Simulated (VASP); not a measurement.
# GaAg3S2 (P6/mmm) in VASP: a series of runs

Runs on GaAg3S2. Level: PBE. Tasks: single point.

Program: VASP 6.6.1. These are calculated values, not measurements. Logs are shortened: lines on timing, memory, paths and dates and some standing lists are left out, and cuts for length are marked.

### Step 1. The cell of the first run

It takes space group P6/mmm (No. 191, hexagonal). Conventional cell: a = 4.575 Å, b = 4.575 Å, c = 7.117 Å, α = 90.00°, β = 90.00°, γ = 120.00°. Within 2.6 Å of Ga (site symmetry 6/mmm) lie 2 S at 1.94 Å. Within 3.0 Å of Ag (site symmetry mmm) lie 4 Ag at 2.29 Å and 4 S at 2.80 Å. Within 2.6 Å of S (site symmetry 6mm) lie 1 Ga at 1.94 Å.

The cell was generated, and may not be a known phase.

### Step 2. Single point, PBE

INCAR reads:

```
PREC = Accurate
ENCUT = 520
EDIFF = 1E-6
ISMEAR = 0
SIGMA = 0.1
LREAL = False
LASPH = True
NELM = 80
ALGO = Normal
ISIF = 2
LWAVE = False
LCHARG = False
GGA = PE
NBANDS = 38
```

KPOINTS reads:

```
Automatic mesh
0
Gamma
  6 6 4
```

POSCAR reads:

```
GaAg3S2
1.0
    4.5754276000      0.0000000000      0.0000000000
   -2.2877138000      3.9624365300      0.0000000000
    0.0000000000      0.0000000000      7.1166964800
Ga Ag S
1 3 2
Direct
    0.0000000000      0.0000000000      0.5000000000
    0.5000000000      0.0000000000      0.0000000000
    0.0000000000      0.5000000000      0.0000000000
    0.5000000000      0.5000000000      0.0000000000
    0.0000000000      0.0000000000      0.2276843900
    0.0000000000      0.0000000000      0.7723156100
```

Potentials or basis: VASP PAW PBE potentials, release 64 (Ga_d, Ag, S).

On the command line:

```bash
$ cat potpaw_PBE.64/Ga_d/POTCAR potpaw_PBE.64/Ag/POTCAR potpaw_PBE.64/S/POTCAR > POTCAR
$ mpirun -np 1 vasp_std > vasp.out
```

OUTCAR:

```text
PREC = Accurate
   ENCUT = 520
   EDIFF = 1E-6
   ISMEAR = 0
   LREAL = False
   LASPH = True
   NELM = 80
   ISIF = 2
   GGA = PE

 ion  position               nearest neighbor table
   1  0.000  0.000  0.500-   5 1.94   6 1.94
   2  0.500  0.000  0.000-   3 2.29   4 2.29   4 2.29   3 2.29   5 2.80   5 2.80   6 2.80   6 2.80

   3  0.000  0.500  0.000-   2 2.29   2 2.29   4 2.29   4 2.29   5 2.80   6 2.80   5 2.80   6 2.80

   4  0.500  0.500  0.000-   2 2.29   2 2.29   3 2.29   3 2.29   5 2.80   6 2.80   5 2.80   6 2.80

   5  0.000  0.000  0.228-   1 1.94   3 2.80   4 2.80   3 2.80   4 2.80   2 2.80   2 2.80
   6  0.000  0.000  0.772-   1 1.94   3 2.80   4 2.80   3 2.80   4 2.80   2 2.80   2 2.80

  LATTYP: Found a hexagonal cell.
 ALAT       =     4.5754276000
 C/A-ratio  =     1.5554166959

  Lattice vectors:

 A1 = (   4.5754276000,   0.0000000000,   0.0000000000)
 A2 = (  -2.2877138000,   3.9624365300,   0.0000000000)
 A3 = (   0.0000000000,   0.0000000000,   7.1166964800)

Analysis of symmetry for initial positions (statically):
=====================================================================
 Subroutine PRICEL returns:
 Original cell was already a primitive cell.

 Routine SETGRP: Setting up the symmetry group for a
 hexagonal supercell.

 Subroutine GETGRP returns: Found 24 space group operations
 (whereof 24 operations were pure point group operations)
 out of a pool of 24 trial point group operations.

The static configuration has the point symmetry D_6h.

Analysis of symmetry for dynamics (positions and initial velocities):
=====================================================================
 Subroutine PRICEL returns:
 Original cell was already a primitive cell.

 Routine SETGRP: Setting up the symmetry group for a
 hexagonal supercell.

 Subroutine GETGRP returns: Found 24 space group operations
 (whereof 24 operations were pure point group operations)
 out of a pool of 24 trial point group operations.

The dynamic configuration has the point symmetry D_6h.

 Subroutine INISYM returns: Found 24 space group operations
 (whereof 24 operations are pure point group operations),
 and found     1 'primitive' translations

----------------------------------------------------------------------------------------

                                     Primitive cell

  volume of cell :     129.0246

  direct lattice vectors                    reciprocal lattice vectors
     4.575427600  0.000000000  0.000000000     0.218558807  0.126184986  0.000000000
    -2.287713800  3.962436530  0.000000000     0.000000000  0.252369973  0.000000000
     0.000000000  0.000000000  7.116696480     0.000000000  0.000000000  0.140514634

  length of vectors
     4.575427600  4.575427596  7.116696480     0.252369973  0.252369973  0.140514634

  position of ions in fractional coordinates (direct lattice)
     0.000000000  0.000000000  0.500000000
     0.500000000  0.000000000  0.000000000
     0.000000000  0.500000000  0.000000000
     0.500000000  0.500000000  0.000000000
     0.000000000  0.000000000  0.227684390
     0.000000000  0.000000000  0.772315610

  ion indices of the primitive-cell ions
   primitive index   ion index
                 1           1
                 2           2
                 3           3
                 4           4
                 5           5
                 6           6

----------------------------------------------------------------------------------------

 KPOINTS: Automatic mesh

Automatic generation of k-mesh.
 Grid dimensions read from file:
 generate k-points for:    6    6    4

 Generating k-lattice:

  Cartesian coordinates                     Fractional coordinates (reciprocal lattice)
     0.036426468  0.021030831  0.000000000     0.166666667  0.000000000  0.000000000
     0.000000000  0.042061662  0.000000000     0.000000000  0.166666667  0.000000000
     0.000000000  0.000000000  0.035128658     0.000000000  0.000000000  0.250000000

  Length of vectors
     0.042061662  0.042061662  0.035128658

  Shift w.r.t. Gamma in fractional coordinates (k-lattice)
     0.000000000  0.000000000  0.000000000

 Subroutine IBZKPT returns following result:
 ===========================================

 Found     21 irreducible k-points:

 Following reciprocal coordinates:
            Coordinates               Weight
  0.000000  0.000000  0.000000      1.000000
  0.166667  0.000000  0.000000      6.000000
  0.333333 -0.000000  0.000000      6.000000
  0.500000  0.000000  0.000000      3.000000
  0.166667  0.166667  0.000000      6.000000
  0.333333  0.166667  0.000000     12.000000
[... 13 lines left out ...]
  0.333333  0.166667  0.500000     12.000000
  0.333333  0.333333  0.500000      2.000000
   k-points           NKPTS =     21   k-points in BZ     NKDIM =     21   number of bands    NBANDS=     38
   number of dos      NEDOS =    301   number of ions     NIONS =      6
   total plane-waves  NPLWV =  69984
   dimension x,y,z NGX =    36 NGY =   36 NGZ =   54
   dimension x,y,z NGXF=    72 NGYF=   72 NGZF=  108
   ions per type =               1   3   2
   NGX,Y,Z   is equivalent  to a cutoff of  13.08, 13.08, 12.61 a.u.
   NGXF,Y,Z  is equivalent  to a cutoff of  26.16, 26.16, 25.23 a.u.
 SYSTEM =  unknown system
   PREC   = accura    normal or accurate (medium, high low for compatibility)
   ISTART =      0    job   : 0-new  1-cont  2-samecut
   ICHARG =      2    charge: 1-file 2-atom 10-const
   ISPIN  =      1    spin polarized calculation?
   LNONCOLLINEAR =      F non collinear calculations
   LSORBIT =      F    spin-orbit coupling
   LASPH  =      T    aspherical Exc in radial PAW
   ENCUT  =  520.0 eV  38.22 Ry    6.18 a.u.   8.51  8.51 13.23*2*pi/ulx,y,z
   NELM   =     80;   NELMIN=  2; NELMDL= -5     # of ELM steps
   EDIFF  = 0.1E-05   stopping-criterion for ELM
   LREAL  =      F    real-space projection
   EDIFFG = 0.1E-04   stopping-criterion for IOM
   NSW    =      0    number of steps for IOM
   IBRION =     -1    ionic relax: 0-MD 1-quasi-New 2-CG
   NFREE  =      0    steps in history (QN), initial steepest desc. (CG)
   ISIF   =      2    stress and relaxation
   ISYM   =      2    0-nonsym 1-usesym 2-fastsym
   POTIM  = 0.5000    time-step for ionic-motion
   TEBEG  =    0.0;   TEEND  =   0.0 temperature during run
   PSTRESS=    0.0 pullay stress
   NELECT =      58.0000    total number of electrons
   NUPDOWN=      -1.0000    fix difference up-down
   EMIN   =  10.00;   EMAX   =-10.00  energy-range for DOS
   EFERMI =   0.00;   METHOD = LEGACY
   ISMEAR =     0;   SIGMA  =   0.10  broadening in eV -4-tet -1-fermi 0-gaus
   EFERMI_NEDOS =   21; number of points for ismear=-14 and -15
   IALGO  =     38    algorithm
   IMIX   =      4    mixing-type and parameters
     AMIX     =   0.40;   BMIX     =  1.00
     AMIX_MAG =   1.60;   BMIX_MAG =  1.00
  volume/ion in A,a.u.               =      21.50       145.12
  Fermi-wavevector in a.u.,A,eV,Ry     =   1.254084  2.369875 21.398251  1.572727
  Thomas-Fermi vector in A             =   2.387906
   LORBIT       =      0    0 simple, 1 ext, 2 COOP (PROOUT), +10 PAW based schemes
   GGA     = PE    functional components
   LHFCALC =     F    Hartree Fock is set to
   AEXX    =    0.0000 exact exchange contribution
   IVDW    =     0    specifies the selected vdW correction
   LEPSILON=     F    determine dielectric tensor
   LRPA    =     F    only Hartree local field effects (RPA)
 non-spin polarized calculation
 Gauss-broadening in eV      SIGMA  =   0.10
  energy-cutoff  :      520.00
  volume of cell :      129.02
 maximum number of plane-waves:      3537
 NGX is ok and might be reduce to    36
   NGX = 17   NGY = 17   NGZ = 27

 number of electron      57.9999994 magnetization

 Free energy of the ion-electron system (eV)
  ---------------------------------------------------
  ext. energy  EPLUGINS =         0.00000000
  ---------------------------------------------------
  free energy    TOTEN  =       -11.08152442 eV

  energy without entropy =      -11.07069065  energy(sigma->0) =      -11.07610753

 E-fermi :   5.4839     XC(G=0):  -9.6087

 val. band max:        5.4804768837   @ k =   0.3333  -0.0000   0.5000
 cond. band min:       5.6066598129   @ k =   0.3333   0.1667   0.2500
 fundamental gap:      0.1261829292
 Fermi energy:         5.4839231076

 k-point     1 :       0.0000    0.0000    0.0000
  band No.  band energies     occupation
      1     -11.7686      2.00000
      2     -10.5496      2.00000
      3     -10.5496      2.00000
      4     -10.4310      2.00000
      5     -10.4310      2.00000
      6      -8.4937      2.00000
[... 30 lines left out ...]
     37      11.6262      0.00000
     38      11.7226      0.00000

 k-point     2 :       0.1667    0.0000    0.0000
  band No.  band energies     occupation
      1     -11.7629      2.00000
      2     -10.5503      2.00000
      3     -10.5498      2.00000
      4     -10.4310      2.00000
      5     -10.4300      2.00000
      6      -8.4302      2.00000
[... 30 lines left out ...]
     37      11.8850      0.00000
     38      12.3124      0.00000

 k-point     3 :       0.3333   -0.0000    0.0000
  band No.  band energies     occupation
      1     -11.7517      2.00000
      2     -10.5516      2.00000
      3     -10.5501      2.00000
      4     -10.4311      2.00000
      5     -10.4281      2.00000
      6      -8.3697      2.00000
[... 30 lines left out ...]
     37      12.5768      0.00000
[... 658 lines left out ...]
 k-point    20 :       0.3333    0.1667    0.5000
  band No.  band energies     occupation
      1     -11.7217      2.00000
      2     -10.5521      2.00000
      3     -10.5506      2.00000
      4     -10.4305      2.00000
      5     -10.4278      2.00000
      6      -8.7313      2.00000
[... 30 lines left out ...]
     37      11.7089      0.00000
     38      12.3406      0.00000

 k-point    21 :       0.3333    0.3333    0.5000
  band No.  band energies     occupation
      1     -11.7213      2.00000
      2     -10.5516      2.00000
      3     -10.5516      2.00000
      4     -10.4289      2.00000
      5     -10.4289      2.00000
      6      -8.6967      2.00000
[... 30 lines left out ...]
     37      12.0173      0.00000
     38      12.0173      0.00000

------------------------ aborting loop because EDIFF is reached ----------------------------------------

  FORCE on cell =-STRESS in cart. coord.  units (eV):
  Direction    XX          YY          ZZ          XY          YZ          ZX
  --------------------------------------------------------------------------------------
  -------------------------------------------------------------------------------------
  Total       38.4550398     38.4550397     22.1477911      0.0000000     -0.0000000      0.0000000
  in kB      477.5198140    477.5198129    275.0227055      0.0000000     -0.0000000      0.0000000
  external PRESSURE =     410.0207775 kB  Pullay stress =       0.0000000 kB

 VOLUME and BASIS-vectors are now :
 -----------------------------------------------------------------------------
  energy-cutoff  :      520.00
  volume of cell :      129.02
      direct lattice vectors                 reciprocal lattice vectors
     4.575427600  0.000000000  0.000000000     0.218558807  0.126184986  0.000000000
    -2.287713800  3.962436530  0.000000000     0.000000000  0.252369973  0.000000000
     0.000000000  0.000000000  7.116696480     0.000000000  0.000000000  0.140514634

 POSITION                                       TOTAL-FORCE (eV/Angst)
 -----------------------------------------------------------------------------------
      0.00000      0.00000      3.55835         0.000000      0.000000      0.000000
      2.28771      0.00000      0.00000         0.000000      0.000000      0.000000
     -1.14386      1.98122      0.00000         0.000000      0.000000      0.000000
      1.14386      1.98122      0.00000         0.000000      0.000000      0.000000
      0.00000      0.00000      1.62036        -0.000000      0.000000     -2.480893
      0.00000      0.00000      5.49634         0.000000     -0.000000      2.480893
 -----------------------------------------------------------------------------------
    total drift:                                0.000000      0.000000     -0.000000

  FREE ENERGIE OF THE ION-ELECTRON SYSTEM (eV)
  ---------------------------------------------------
  free  energy   TOTEN  =       -11.0815244188 eV

  energy  without entropy=      -11.0706906476  energy(sigma->0) =      -11.07610753
```

Wall time 51 s (1 thread of Intel Xeon 6975P-C (Granite Rapids), shared host); peak memory 0.29 GiB.

What came out:

* Free energy: -11.0815 eV
* Pressure: 41.0 GPa
* Largest force: 2.481 eV/Å
* Band gap on the k mesh: zero (bands 29 and 30 overlap by 1.77 eV)

Forces in eV/Å, atoms in the order of the input:
```
Ga   0.000  0.000  0.000
Ag   0.000  0.000  0.000
Ag   0.000  0.000  0.000
Ag   0.000  0.000  0.000
S    0.000  0.000 -2.481
S    0.000  0.000  2.481
```

Stress tensor (GPa, compression positive):
```
47.75  0.00  0.00
 0.00 47.75  0.00
 0.00  0.00 27.50
```

Levels at points of the mesh, in eV from the Fermi level:
| k point | band 25 | band 26 | band 27 | band 28 | band 29 | band 30 | band 31 | band 32 | band 33 | band 34 |
| --- | --- | --- | --- | --- | --- | --- | --- | --- | --- | --- |
| (0.00, 0.00, 0.00) | -3.00 | -2.02 | -1.35 | -1.35 | -0.64 | 1.80 | 2.24 | 2.24 | 2.63 | 2.85 |
| (0.50, 0.00, 0.00) | -2.99 | -2.79 | -1.98 | -1.72 | -0.93 | -0.87 | 2.00 | 2.59 | 3.23 | 4.48 |
| (0.00, 0.00, 0.50) | -3.06 | -2.16 | -2.16 | -0.64 | -0.59 | 0.75 | 2.87 | 3.59 | 4.13 | 4.13 |
| (0.50, 0.00, 0.50) | -3.41 | -2.99 | -2.51 | -1.47 | -0.35 | 1.16 | 1.45 | 3.01 | 3.48 | 4.48 |

Caveat: the stress differs along the axes, from 28 to 48 GPa; forces of over 1 eV/Å act on the atoms, so gaps and moduli don't describe the material at rest.

(Part 1 of 2 ends here.)

The gap in the log of VASP goes by the Fermi energy; the results here count the filled bands.